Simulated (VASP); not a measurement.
# Si in VASP: single point with LDA

Aim: the single point of Si with LDA.

All numbers are computed with VASP 6.6.1; they aren't measurements. Logs are shortened: lines on timing, memory, paths and dates and some standing lists are left out, and cuts for length are marked.

### 1 The cell of the first run

The typed cell holds 2 atoms: a = 3.605 Å, b = 3.605 Å, c = 3.605 Å, α = 97.99°, β = 97.32°, γ = 137.19°.

### 2 Single point, LDA

INCAR reads:

```
SYSTEM = Si
PREC     = Accurate       ! precision mode
ENCUT    = 520            ! plane-wave cutoff, eV
EDIFF    = 1E-7           ! SCF threshold, eV
ISMEAR   = 0              ! smearing method
SIGMA    = 0.15           ! smearing width, eV
LREAL    = .False.        ! projectors in reciprocal space
LASPH    = .True.         ! aspherical terms in the spheres
NELM     = 80             ! most SCF steps
ALGO     = Normal         ! electronic algorithm
ISIF     = 2              ! what is computed and relaxed
LWAVE    = .False.        ! write WAVECAR
LCHARG   = .True.         ! write CHGCAR
GGA      = CA             ! functional
LELF     = .True.         ! ELF
LVHAR    = .True.       
NBANDS   = 11             ! bands
```

KPOINTS reads:

```
Automatic mesh
0
Gamma
  14 14 14
  0 0 0
```

POSCAR reads:

```
Si
1.0
   -2.3655956537      2.3812186662      1.3155857257
    2.3655270502     -2.3813321224      1.3156675904
    2.3656105479      2.3813470167     -1.3157928045
Si
2
Direct
    0.2444753111      0.7444233704      0.4999611289
    0.5055246889      0.5055766296      0.0000388711
```

Potentials or basis: VASP PAW LDA potentials, release 64 (Si).

Started as:

```
cat potpaw_LDA.64/Si/POTCAR > POTCAR
mpirun -np 1 vasp_std > vasp.out
```

OUTCAR:

```text
SYSTEM = Si
   PREC = Accurate
   ENCUT = 520
   EDIFF = 1E-7
   ISMEAR = 0
   LREAL = .False.
   LASPH = .True.
   NELM = 80
   ISIF = 2
   GGA = CA

 ion  position               nearest neighbor table
   1  0.244  0.744  0.500-   2 2.46   2 2.46   2 2.46   2 2.46   2 3.06   2 3.06   2 3.11   2 3.11

   2  0.506  0.506  0.000-   1 2.46   1 2.46   1 2.46   1 2.46   1 3.06   1 3.06   1 3.11   1 3.11

  LATTYP: Found a base centered monoclinic cell.
 ALAT       =    14.5277413954
 B/A-ratio  =     0.3256622947
 C/A-ratio  =     0.3278256102
 COS(beta)  =    -0.9834611457

  Lattice vectors:

 A1 = (   2.3655807595,  -7.1437843491,  -1.3153786469)
 A2 = (  -2.3655568386,  -7.1437992434,  -1.3152534328)
 A3 = (   0.0000148942,   4.7625656829,  -0.0002070788)

Analysis of symmetry for initial positions (statically):
=====================================================================
 Subroutine PRICEL returns:
 Original cell was already a primitive cell.

 Routine SETGRP: Setting up the symmetry group for a
 base centered monoclinic supercell.

 Subroutine GETGRP returns: Found  2 space group operations
 (whereof  1 operations were pure point group operations)
 out of a pool of  4 trial point group operations.

The static configuration has the point symmetry C_1 .
 The point group associated with its full space group is S_2 .

Analysis of symmetry for dynamics (positions and initial velocities):
=====================================================================
 Subroutine PRICEL returns:
 Original cell was already a primitive cell.

 Routine SETGRP: Setting up the symmetry group for a
 base centered monoclinic supercell.

 Subroutine GETGRP returns: Found  2 space group operations
 (whereof  1 operations were pure point group operations)
 out of a pool of  4 trial point group operations.

The dynamic configuration has the point symmetry C_1 .
 The point group associated with its full space group is S_2 .

 Subroutine INISYM returns: Found  2 space group operations
 (whereof  1 operations are pure point group operations),
 and found     1 'primitive' translations

----------------------------------------------------------------------------------------

                                     Primitive cell

  volume of cell :      29.6442

  direct lattice vectors                    reciprocal lattice vectors
    -2.365595654  2.381218666  1.315585726     0.000009397  0.209987382  0.380056082
     2.365527050 -2.381332122  1.315667590     0.211375714  0.000015864  0.380052539
     2.365610548  2.381347017 -1.315792805     0.211364995  0.209970197  0.000014564

  length of vectors
     3.605136743  3.605196543  3.605306864     0.434208851  0.434878862  0.297930604

  position of ions in fractional coordinates (direct lattice)
     0.244475311  0.744423370  0.499961129
     0.505524689  0.505576630  0.000038871

  ion indices of the primitive-cell ions
   primitive index   ion index
                 1           1
                 2           2

----------------------------------------------------------------------------------------

 KPOINTS: Automatic mesh

Automatic generation of k-mesh.
 Grid dimensions read from file:
 generate k-points for:   14   14   14

 Generating k-lattice:

  Cartesian coordinates                     Fractional coordinates (reciprocal lattice)
     0.000000671  0.014999099  0.027146863     0.071428571  0.000000000  0.000000000
     0.015098265  0.000001133  0.027146610     0.000000000  0.071428571 -0.000000000
     0.015097500  0.014997871  0.000001040    -0.000000000  0.000000000  0.071428571

  Length of vectors
     0.031014918  0.031062776  0.021280757

  Shift w.r.t. Gamma in fractional coordinates (k-lattice)
     0.000000000  0.000000000  0.000000000

 Subroutine IBZKPT returns following result:
 ===========================================

 Found   1376 irreducible k-points:

 Following reciprocal coordinates:
            Coordinates               Weight
  0.000000  0.000000  0.000000      1.000000
  0.071429 -0.000000 -0.000000      2.000000
  0.142857  0.000000 -0.000000      2.000000
  0.214286  0.000000 -0.000000      2.000000
  0.285714 -0.000000 -0.000000      2.000000
  0.357143 -0.000000 -0.000000      2.000000
[... 16 lines left out ...]
  0.000000  0.142857  0.000000      2.000000
  0.071429  0.142857 -0.000000      2.000000
 [... further k-points ...]
   k-points           NKPTS =   1376   k-points in BZ     NKDIM =   1376   number of bands    NBANDS=     11
   number of dos      NEDOS =    301   number of ions     NIONS =      2
   total plane-waves  NPLWV =  21952
   dimension x,y,z NGX =    28 NGY =   28 NGZ =   28
   dimension x,y,z NGXF=    56 NGYF=   56 NGZF=   56
   ions per type =               2
   NGX,Y,Z   is equivalent  to a cutoff of  12.91, 12.91, 12.91 a.u.
   NGXF,Y,Z  is equivalent  to a cutoff of  25.82, 25.82, 25.82 a.u.
 SYSTEM =  Si
   PREC   = accura    normal or accurate (medium, high low for compatibility)
   ISTART =      0    job   : 0-new  1-cont  2-samecut
   ICHARG =      2    charge: 1-file 2-atom 10-const
   ISPIN  =      1    spin polarized calculation?
   LNONCOLLINEAR =      F non collinear calculations
   LSORBIT =      F    spin-orbit coupling
   LASPH  =      T    aspherical Exc in radial PAW
   ENCUT  =  520.0 eV  38.22 Ry    6.18 a.u.   6.70  6.70  6.70*2*pi/ulx,y,z
   NELM   =     80;   NELMIN=  2; NELMDL= -5     # of ELM steps
   EDIFF  = 0.1E-06   stopping-criterion for ELM
   LREAL  =      F    real-space projection
   EDIFFG = 0.1E-05   stopping-criterion for IOM
   NSW    =      0    number of steps for IOM
   IBRION =     -1    ionic relax: 0-MD 1-quasi-New 2-CG
   NFREE  =      0    steps in history (QN), initial steepest desc. (CG)
   ISIF   =      2    stress and relaxation
   ISYM   =      2    0-nonsym 1-usesym 2-fastsym
   POTIM  = 0.5000    time-step for ionic-motion
   TEBEG  =    0.0;   TEEND  =   0.0 temperature during run
   PSTRESS=    0.0 pullay stress
   NELECT =       8.0000    total number of electrons
   NUPDOWN=      -1.0000    fix difference up-down
   EMIN   =  10.00;   EMAX   =-10.00  energy-range for DOS
   EFERMI =   0.00;   METHOD = LEGACY
   ISMEAR =     0;   SIGMA  =   0.15  broadening in eV -4-tet -1-fermi 0-gaus
   EFERMI_NEDOS =   21; number of points for ismear=-14 and -15
   IALGO  =     38    algorithm
   IMIX   =      4    mixing-type and parameters
     AMIX     =   0.40;   BMIX     =  1.00
     AMIX_MAG =   1.60;   BMIX_MAG =  1.00
  volume/ion in A,a.u.               =      14.82       100.02
  Fermi-wavevector in a.u.,A,eV,Ry     =   1.057934  1.999205 15.227961  1.119224
  Thomas-Fermi vector in A             =   2.193225
   LORBIT       =      0    0 simple, 1 ext, 2 COOP (PROOUT), +10 PAW based schemes
   GGA     = CA    functional components
   LHFCALC =     F    Hartree Fock is set to
   AEXX    =    0.0000 exact exchange contribution
   IVDW    =     0    specifies the selected vdW correction
   LEPSILON=     F    determine dielectric tensor
   LRPA    =     F    only Hartree local field effects (RPA)
 non-spin polarized calculation
 Gauss-broadening in eV      SIGMA  =   0.15
  energy-cutoff  :      520.00
  volume of cell :       29.64
 maximum number of plane-waves:       811
   NGX = 13   NGY = 13   NGZ = 13

 number of electron       8.0000000 magnetization

 Free energy of the ion-electron system (eV)
  ---------------------------------------------------
  ext. energy  EPLUGINS =         0.00000000
  ---------------------------------------------------
  free energy    TOTEN  =       -11.50549181 eV

  energy without entropy =      -11.49643661  energy(sigma->0) =      -11.50096421

 E-fermi :   9.4770     XC(G=0): -11.1003

 val. band max:        9.4690398630   @ k =   0.0714   0.1429   0.3571
 cond. band min:       9.4910404074   @ k =   0.2857   0.3571  -0.0000
 fundamental gap:      0.0220005444
 Fermi energy:         9.4770442541

 k-point     1 :       0.0000    0.0000    0.0000
  band No.  band energies     occupation
      1      -4.4659      2.00000
      2       6.9302      2.00000
      3       6.9986      2.00000
      4       7.5520      2.00000
      5      10.9834      0.00000
      6      17.0825      0.00000
      7      18.4093      0.00000
      8      18.5969      0.00000
      9      18.7822      0.00000
     10      19.6818      0.00000
     11      20.2214      0.00000

 k-point     2 :       0.0714   -0.0000   -0.0000
  band No.  band energies     occupation
      1      -4.3277      2.00000
      2       6.5117      2.00000
      3       6.8685      2.00000
      4       8.2722      2.00000
      5      11.2988      0.00000
      6      16.2156      0.00000
      7      17.0434      0.00000
      8      18.2030      0.00000
      9      18.3511      0.00000
     10      19.5457      0.00000
     11      21.1486      0.00000

 k-point     3 :       0.1429    0.0000   -0.0000
  band No.  band energies     occupation
      1      -3.9138      2.00000
      2       6.0616      2.00000
      3       6.7616      2.00000
      4       9.3862      1.60850
      5      12.1525      0.00000
      6      14.3740      0.00000
      7      14.9113      0.00000
      8      17.0614      0.00000
      9      17.2536      0.00000
     10      18.5771      0.00000
     11      20.7591      0.00000

 k-point     4 :       0.2143    0.0000   -0.0000
  band No.  band energies     occupation
      1      -3.2265      2.00000
      2       5.8468      2.00000
      3       6.7349      2.00000
      4      10.2804      0.00000
      5      12.3207      0.00000
      6      13.1648      0.00000
      7      13.2995      0.00000
      8      15.6833      0.00000
      9      15.9553      0.00000
     10      17.4989      0.00000
     11      20.9608      0.00000

 k-point     5 :       0.2857   -0.0000   -0.0000
  band No.  band energies     occupation
      1      -2.2699      2.00000
      2       5.8620      2.00000
      3       6.8589      2.00000
      4       8.7978      2.00000
      5      11.4412      0.00000
      6      12.9549      0.00000
      7      13.3071      0.00000
      8      15.1019      0.00000
      9      15.6166      0.00000
     10      16.6657      0.00000
     11      21.6250      0.00000
[... 211 lines left out ...]
 k-point    21 :      -0.1429    0.0714    0.0000
  band No.  band energies     occupation
      1      -4.1984      2.00000
      2       5.2992      2.00000
      3       6.9167      2.00000
      4       9.0659      1.99989
      5      12.1019      0.00000
      6      15.2837      0.00000
      7      16.7341      0.00000
      8      17.8226      0.00000
      9      18.3069      0.00000
     10      19.9349      0.00000
     11      21.0378      0.00000

 k-point    22 :      -0.0714    0.0714   -0.0000
  band No.  band energies     occupation
      1      -4.4010      2.00000
      2       5.8862      2.00000
      3       7.0236      2.00000
      4       8.3518      2.00000
      5      11.4249      0.00000
      6      16.3022      0.00000
      7      18.0561      0.00000
      8      18.7055      0.00000
      9      18.9983      0.00000
     10      19.7736      0.00000
     11      20.3654      0.00000

 k-point    23 :       0.0000    0.1429    0.0000
  band No.  band energies     occupation
      1      -3.9119      2.00000
      2       5.9996      2.00000
      3       6.8053      2.00000
      4       9.3936      1.56880
      5      12.1711      0.00000
      6      14.3945      0.00000
      7      14.9303      0.00000
      8      17.1358      0.00000
      9      17.2732      0.00000
     10      18.5365      0.00000
     11      20.4826      0.00000

 k-point    24 :       0.0714    0.1429   -0.0000
  band No.  band energies     occupation
      1      -3.3527      2.00000
      2       6.0346      2.00000
      3       7.5938      2.00000
      4       9.6672      0.07302
      5      12.4243      0.00000
      6      12.7369      0.00000
      7      13.2077      0.00000
      8      15.6958      0.00000
      9      16.1499      0.00000
     10      17.6689      0.00000
     11      20.0068      0.00000

 [... further k-points ...]

------------------------ aborting loop because EDIFF is reached ----------------------------------------

  FORCE on cell =-STRESS in cart. coord.  units (eV):
  Direction    XX          YY          ZZ          XY          YZ          ZX
  --------------------------------------------------------------------------------------
  -------------------------------------------------------------------------------------
  Total        0.0046146      0.0127479      0.0038809     -0.0001031      0.0009338      0.0000062
  in kB        0.2494053      0.6889827      0.2097508     -0.0055697      0.0504707      0.0003339
  external PRESSURE =       0.3827130 kB  Pullay stress =       0.0000000 kB

 VOLUME and BASIS-vectors are now :
 -----------------------------------------------------------------------------
  energy-cutoff  :      520.00
  volume of cell :       29.64
      direct lattice vectors                 reciprocal lattice vectors
    -2.365595654  2.381218666  1.315585726     0.000009397  0.209987382  0.380056082
     2.365527050 -2.381332122  1.315667590     0.211375714  0.000015864  0.380052539
     2.365610548  2.381347017 -1.315792805     0.211364995  0.209970197  0.000014564

 POSITION                                       TOTAL-FORCE (eV/Angst)
 -----------------------------------------------------------------------------------
      2.36534      0.00001      0.64320         0.002339     -0.000254      0.002177
      0.00018     -0.00009      1.33018        -0.002339      0.000254     -0.002177
 -----------------------------------------------------------------------------------
    total drift:                                0.000000     -0.000000     -0.000000

  FREE ENERGIE OF THE ION-ELECTRON SYSTEM (eV)
  ---------------------------------------------------
  free  energy   TOTEN  =       -11.5054918077 eV

  energy  without entropy=      -11.4964366101  energy(sigma->0) =      -11.50096421
```

Run time: 4 min. Hardware: 1 thread of AMD EPYC 9R14 (Zen 4), shared host; peak memory 0.39 GiB.

Results:

```
Free energy            : -11.5055 eV
Pressure               : 0.0 GPa
Largest force          : 0.003 eV/Å
Band gap on the k mesh : zero (bands 4 and 5 overlap by 6.44 eV)
```

Forces in eV/Å, atoms in the order of the input:
```
Si   0.002  0.000  0.002
Si  -0.002  0.000 -0.002
```

Levels at points of the mesh, in eV from the Fermi level:
```csv
k point,band 1,band 2,band 3,band 4,band 5,band 6,band 7,band 8,band 9
"(0.00, 0.00, 0.00)",-13.94,-2.55,-2.48,-1.93,1.51,7.61,8.93,9.12,9.31
"(0.50, 0.00, 0.00)",-7.69,-6.90,-2.10,-1.75,-1.47,1.01,4.51,5.44,9.15
"(0.00, 0.50, 0.00)",-7.68,-6.87,-2.21,-1.81,-1.53,1.10,4.60,5.59,9.10
"(0.50, 0.50, 0.00)",-10.80,-10.79,0.33,0.34,2.62,2.62,8.34,8.34,9.55
"(0.00, 0.00, 0.50)",-10.79,-10.79,0.33,0.34,2.62,2.62,8.34,8.34,9.55
"(0.50, 0.00, 0.50)",-7.68,-6.87,-2.21,-1.81,-1.53,1.10,4.60,5.59,9.10
"(0.00, 0.50, 0.50)",-7.69,-6.90,-2.10,-1.75,-1.47,1.01,4.52,5.44,9.15
"(0.50, 0.50, 0.50)",-8.41,-8.28,-6.92,-6.89,5.71,5.81,13.08,13.17,13.90
```

The gap in the log of VASP goes by the Fermi energy; the results here count the filled bands.